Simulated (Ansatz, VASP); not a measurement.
# ZnSe: VASP beside Ansatz

```
Zn Se
1.0
     0.00000    2.83295    2.71963
     2.83295    0.00000    2.71963
     2.83295    2.83295    0.00000
Zn Se
1 1
Cartesian
  0.0000 0.0000 0.0000
  4.2494 4.2494 4.0794
```

Change from the starting cell: strain +0.000 along x and y, -0.040 along z, atoms carried along.

Alike in both runs: task single point; functional r2SCAN; k mesh 8 × 8 × 8; occupations gaussian, width 0.05 eV; no spin polarisation.

|  | VASP | Ansatz |
| --- | --- | --- |
| version | VASP 6.6.1 | Ansatz 0.2.0 |
| potentials or method | VASP PAW PBE potentials, release 64 (Zn, Se), cutoff 520 eV | scalar-relativistic, plane waves, PAW |
| valence electrons in the cell | 18 | 28 |

|  | VASP | Ansatz | Ansatz less VASP |
| --- | --- | --- | --- |
| gap on the k mesh at the Fermi level (eV) | 1.95 | 1.94 | -0.007 |
| least direct gap on the mesh (eV) | 1.95 | 1.94 | -0.007 |
| pressure (GPa) | 3.0 | 2.9 | -0.10 |
| traceless stress, the component that is largest in VASP (GPa) | 0.89 | 0.90 | +0.008 |

VASP's potentials were made for PBE, not for r2SCAN. VASP's potentials hold 18 valence electrons a cell and Ansatz's 28, so a difference there can come from the potentials and not from the codes.
